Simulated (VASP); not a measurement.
# Sc (I4/mmm) in VASP: single point with r2SCAN

Aim: the single point of Sc with r2SCAN.

Everything below comes from runs of VASP 6.6.1. Logs are shortened: lines on timing, memory, paths and dates and some standing lists are left out, and cuts for length are marked.

## (1) The cell of the first run

It takes space group I4/mmm (No. 139, tetragonal). Conventional cell: a = 3.372 Å, b = 3.372 Å, c = 4.541 Å, α = 90.00°, β = 90.00°, γ = 90.00°. Sc (site symmetry 4/mmm) has 12 Sc at 3.29 to 3.37 Å within 4.3 Å.

## (2) Single point, r2SCAN (strain +0.050 along x and y, +0.000 along z)

POSCAR reads:

```
Sc
1.0
    0.0000000000      2.3840250000      2.2705000000
    2.3840250000      0.0000000000      2.2705000000
    2.3840250000      2.3840250000      0.0000000000
Sc
1
Direct
    0.0000000000      0.0000000000      0.0000000000
```

INCAR.step1 reads:

```
PREC = Accurate ; ENCUT = 520
ISMEAR = 0 ; SIGMA = 0.15
LREAL = F ; LASPH = T
NELM = 100 ; NBANDS = 12
GGA = PE ; ALGO = Normal
EDIFF = 1E-4 ; LWAVE = T
LCHARG = F
```

INCAR.step2 reads:

```
PREC = Accurate ; ENCUT = 520
EDIFF = 1E-6 ; ISMEAR = 0
SIGMA = 0.15 ; LREAL = F
LASPH = T ; NELM = 100
ALGO = Normal ; ISIF = 2
LWAVE = F ; LCHARG = F
METAGGA = R2SCAN ; LMIXTAU = T
NBANDS = 12 ; ISTART = 1
```

KPOINTS reads:

```
regular mesh
0
Gamma
  18 18 18
```

Potentials or basis: VASP PAW PBE potentials, release 64 (Sc_sv).

On the command line:

```sh
> cat potpaw_PBE.64/Sc_sv/POTCAR > POTCAR
> cp INCAR.step1 INCAR
> mpirun -np 1 vasp_std > vasp.out
> cp INCAR.step2 INCAR
> mpirun -np 1 vasp_std > vasp.out
```

OUTCAR:

```text
PREC = Accurate
   ENCUT = 520
   EDIFF = 1E-6
   ISMEAR = 0
   LREAL = F
   LASPH = T
   NELM = 100
   ISIF = 2
   METAGGA = R2SCAN
   ISTART = 1

 ion  position               nearest neighbor table
   1  0.000  0.000  0.000-

  LATTYP: Found a body centered tetragonal cell.
 ALAT       =     3.3715204880
 C/A-ratio  =     1.3468700594

  Lattice vectors:

 A1 = (   0.0000000000,  -2.3840250000,  -2.2705000000)
 A2 = (   0.0000000000,   2.3840250000,  -2.2705000000)
 A3 = (   2.3840250000,   0.0000000000,   2.2705000000)

Analysis of symmetry for initial positions (statically):
=====================================================================
 Subroutine PRICEL returns:
 Original cell was already a primitive cell.

 Routine SETGRP: Setting up the symmetry group for a
 body centered tetragonal supercell.

 Subroutine GETGRP returns: Found 16 space group operations
 (whereof 16 operations were pure point group operations)
 out of a pool of 16 trial point group operations.

The static configuration has the point symmetry D_4h.

Analysis of symmetry for dynamics (positions and initial velocities):
=====================================================================
 Subroutine PRICEL returns:
 Original cell was already a primitive cell.

 Routine SETGRP: Setting up the symmetry group for a
 body centered tetragonal supercell.

 Subroutine GETGRP returns: Found 16 space group operations
 (whereof 16 operations were pure point group operations)
 out of a pool of 16 trial point group operations.

The dynamic configuration has the point symmetry D_4h.

 Subroutine INISYM returns: Found 16 space group operations
 (whereof 16 operations are pure point group operations),
 and found     1 'primitive' translations

----------------------------------------------------------------------------------------

                                     Primitive cell

  volume of cell :      25.8091

  direct lattice vectors                    reciprocal lattice vectors
     0.000000000  2.384025000  2.270500000    -0.209729344  0.209729344  0.220215811
     2.384025000  0.000000000  2.270500000     0.209729344 -0.209729344  0.220215811
     2.384025000  2.384025000  0.000000000     0.209729344  0.209729344 -0.220215811

  length of vectors
     3.292225000  3.292225000  3.371520488     0.369415483  0.369415483  0.369415483

  position of ions in fractional coordinates (direct lattice)
     0.000000000  0.000000000  0.000000000

  ion indices of the primitive-cell ions
   primitive index   ion index
                 1           1

----------------------------------------------------------------------------------------

 KPOINTS: regular mesh

Automatic generation of k-mesh.
 Grid dimensions read from file:
 generate k-points for:   18   18   18

 Generating k-lattice:

  Cartesian coordinates                     Fractional coordinates (reciprocal lattice)
    -0.011651630  0.011651630  0.012234212     0.055555556 -0.000000000  0.000000000
     0.011651630 -0.011651630  0.012234212    -0.000000000  0.055555556  0.000000000
     0.011651630  0.011651630 -0.012234212     0.000000000  0.000000000  0.055555556

  Length of vectors
     0.020523082  0.020523082  0.020523082

  Shift w.r.t. Gamma in fractional coordinates (k-lattice)
     0.000000000  0.000000000  0.000000000

 Subroutine IBZKPT returns following result:
 ===========================================

 Found    480 irreducible k-points:

 Following reciprocal coordinates:
            Coordinates               Weight
  0.000000  0.000000  0.000000      1.000000
  0.055556  0.000000  0.000000      8.000000
  0.111111  0.000000  0.000000      8.000000
  0.166667 -0.000000  0.000000      8.000000
  0.222222  0.000000  0.000000      8.000000
  0.277778  0.000000  0.000000      8.000000
[... 16 lines left out ...]
 -0.277778  0.055556  0.000000      8.000000
 -0.222222  0.055556  0.000000      8.000000
 [... further k-points ...]
   k-points           NKPTS =    480   k-points in BZ     NKDIM =    480   number of bands    NBANDS=     12
   number of dos      NEDOS =    301   number of ions     NIONS =      1
   total plane-waves  NPLWV =  16128
   dimension x,y,z NGX =    24 NGY =   24 NGZ =   28
   dimension x,y,z NGXF=    48 NGYF=   48 NGZF=   56
   ions per type =               1
   NGX,Y,Z   is equivalent  to a cutoff of  12.12, 12.12, 13.81 a.u.
   NGXF,Y,Z  is equivalent  to a cutoff of  24.24, 24.24, 27.61 a.u.
 SYSTEM =  unknown system
   PREC   = accura    normal or accurate (medium, high low for compatibility)
   ISTART =      1    job   : 0-new  1-cont  2-samecut
   ICHARG =      0    charge: 1-file 2-atom 10-const
   ISPIN  =      1    spin polarized calculation?
   LNONCOLLINEAR =      F non collinear calculations
   LSORBIT =      F    spin-orbit coupling
   LASPH  =      T    aspherical Exc in radial PAW
   ENCUT  =  520.0 eV  38.22 Ry    6.18 a.u.   6.12  6.12  6.27*2*pi/ulx,y,z
   NELM   =    100;   NELMIN=  2; NELMDL=  0     # of ELM steps
   EDIFF  = 0.1E-05   stopping-criterion for ELM
   LREAL  =      F    real-space projection
   EDIFFG = 0.1E-04   stopping-criterion for IOM
   NSW    =      0    number of steps for IOM
   IBRION =     -1    ionic relax: 0-MD 1-quasi-New 2-CG
   NFREE  =      0    steps in history (QN), initial steepest desc. (CG)
   ISIF   =      2    stress and relaxation
   ISYM   =      2    0-nonsym 1-usesym 2-fastsym
   POTIM  = 0.5000    time-step for ionic-motion
   TEBEG  =    0.0;   TEEND  =   0.0 temperature during run
   PSTRESS=    0.0 pullay stress
   NELECT =      11.0000    total number of electrons
   NUPDOWN=      -1.0000    fix difference up-down
   EMIN   =  10.00;   EMAX   =-10.00  energy-range for DOS
   EFERMI =   0.00;   METHOD = LEGACY
   ISMEAR =     0;   SIGMA  =   0.15  broadening in eV -4-tet -1-fermi 0-gaus
   EFERMI_NEDOS =   21; number of points for ismear=-14 and -15
   IALGO  =     38    algorithm
   IMIX   =      4    mixing-type and parameters
     AMIX     =   0.40;   BMIX     =  1.00
     AMIX_MAG =   1.60;   BMIX_MAG =  1.00
  volume/ion in A,a.u.               =      25.81       174.17
  Fermi-wavevector in a.u.,A,eV,Ry     =   1.232011  2.328164 20.651628  1.517852
  Thomas-Fermi vector in A             =   2.366798
   LORBIT       =      0    0 simple, 1 ext, 2 COOP (PROOUT), +10 PAW based schemes
   METAGGA = R2SCAN    functional components
   LHFCALC =     F    Hartree Fock is set to
   AEXX    =    0.0000 exact exchange contribution
   IVDW    =     0    specifies the selected vdW correction
   LEPSILON=     F    determine dielectric tensor
   LRPA    =     F    only Hartree local field effects (RPA)
 non-spin polarized calculation
 Gauss-broadening in eV      SIGMA  =   0.15
  energy-cutoff  :      520.00
  volume of cell :       25.81
 maximum number of plane-waves:       710
   NGX = 13   NGY = 13   NGZ = 13

 number of electron      11.0000002 magnetization

 Free energy of the ion-electron system (eV)
  ---------------------------------------------------
  ext. energy  EPLUGINS =         0.00000000
  ---------------------------------------------------
  free energy    TOTEN  =       -11.30465227 eV

  energy without entropy =      -11.28206601  energy(sigma->0) =      -11.29335914

 E-fermi :   3.5081     XC(G=0): -10.4166

 val. band max:        3.5073529909   @ k =  -0.3889  -0.0000   0.1111
 cond. band min:       3.5110693340   @ k =   0.5000   0.1667   0.1111
 fundamental gap:      0.0037163431
 Fermi energy:         3.5080875878

 k-point     1 :       0.0000    0.0000    0.0000
  band No.  band energies     occupation
      1     -48.1893      2.00000
      2     -25.6516      2.00000
      3     -25.6411      2.00000
      4     -25.6411      2.00000
      5      -1.9694      2.00000
      6       5.1519      0.00000
      7       5.1519      0.00000
      8       5.4215      0.00000
      9       6.4414      0.00000
     10       6.7481      0.00000
     11      16.2869      0.00000
     12      19.5008      0.00000

 k-point     2 :       0.0556    0.0000    0.0000
  band No.  band energies     occupation
      1     -48.1877      2.00000
      2     -25.6585      2.00000
      3     -25.6461      2.00000
      4     -25.6428      2.00000
      5      -1.8902      2.00000
      6       5.1198      0.00000
      7       5.1798      0.00000
      8       5.4212      0.00000
      9       6.4247      0.00000
     10       6.7235      0.00000
     11      16.3460      0.00000
     12      18.9610      0.00000

 k-point     3 :       0.1111    0.0000    0.0000
  band No.  band energies     occupation
      1     -48.1833      2.00000
      2     -25.6880      2.00000
      3     -25.6510      2.00000
      4     -25.6478      2.00000
      5      -1.6561      2.00000
      6       4.9860      0.00000
      7       5.2499      0.00000
      8       5.4612      0.00000
      9       6.3920      0.00000
     10       6.6631      0.00000
     11      16.4039      0.00000
     12      17.8067      0.00000
[... 286 lines left out ...]
 k-point    23 :      -0.2778    0.0556    0.0000
  band No.  band energies     occupation
      1     -48.1561      2.00000
      2     -25.8682      2.00000
      3     -25.6835      2.00000
      4     -25.6748      2.00000
      5       0.0622      2.00000
      6       4.1053      0.00000
      7       5.2814      0.00000
      8       5.4462      0.00000
      9       6.6179      0.00000
     10       7.0133      0.00000
     11      13.0145      0.00000
     12      16.5616      0.00000

 k-point    24 :      -0.2222    0.0556    0.0000
  band No.  band energies     occupation
      1     -48.1648      2.00000
      2     -25.8086      2.00000
      3     -25.6778      2.00000
      4     -25.6647      2.00000
      5      -0.5479      2.00000
      6       4.3714      0.00000
      7       5.3768      0.00000
      8       5.5242      0.00000
      9       6.3621      0.00000
     10       6.8388      0.00000
     11      14.2684      0.00000
     12      16.8611      0.00000

 [... further k-points ...]

------------------------ aborting loop because EDIFF is reached ----------------------------------------

  FORCE on cell =-STRESS in cart. coord.  units (eV):
  Direction    XX          YY          ZZ          XY          YZ          ZX
  --------------------------------------------------------------------------------------
  -------------------------------------------------------------------------------------
  Total       -0.2310274     -0.2310274     -0.1264608      0.0000000     -0.0000000      0.0000000
  in kB      -14.3417084    -14.3417084     -7.8504300      0.0000000     -0.0000000      0.0000000
  external PRESSURE =     -12.1779490 kB  Pullay stress =       0.0000000 kB

 VOLUME and BASIS-vectors are now :
 -----------------------------------------------------------------------------
  energy-cutoff  :      520.00
  volume of cell :       25.81
      direct lattice vectors                 reciprocal lattice vectors
     0.000000000  2.384025000  2.270500000    -0.209729344  0.209729344  0.220215811
     2.384025000  0.000000000  2.270500000     0.209729344 -0.209729344  0.220215811
     2.384025000  2.384025000  0.000000000     0.209729344  0.209729344 -0.220215811

 POSITION                                       TOTAL-FORCE (eV/Angst)
 -----------------------------------------------------------------------------------
      0.00000      0.00000      0.00000         0.000000      0.000000      0.000000
 -----------------------------------------------------------------------------------
    total drift:                               -0.000000     -0.000000     -0.000000

  FREE ENERGIE OF THE ION-ELECTRON SYSTEM (eV)
  ---------------------------------------------------
  free  energy   TOTEN  =       -11.3046522671 eV

  energy  without entropy=      -11.2820660148  energy(sigma->0) =      -11.29335914
```

Wall time 6.3 min (1 thread of AMD EPYC 9R45 (Zen 5), shared host); peak memory 0.23 GiB.

Results:

```yaml
Free_energy: -11.3047 eV
Pressure: -1.2 GPa
Band_gap_on_the_k_mesh: zero (an odd number of electrons rules out a gap without spin polarisation)
```

Levels at points of the mesh, in eV from the Fermi level:
```tsv
k point	band 3	band 4	band 5	band 6	band 7	band 8
(0.00, 0.00, 0.00)	-29.15	-29.15	-5.48	1.64	1.64	1.91
(0.50, 0.00, 0.00)	-29.21	-29.19	-1.78	-0.02	1.45	1.79
(0.50, 0.50, 0.00)	-29.29	-29.29	-1.44	-0.62	2.23	3.96
(0.50, 0.00, 0.50)	-29.29	-29.25	-1.51	-0.46	1.47	3.93
```

Caveat: the cell differs from its parent crystal (strain +0.050 along x and y, +0.000 along z); the PAW data sets were made with another functional, which shifts forces and pressure a little.
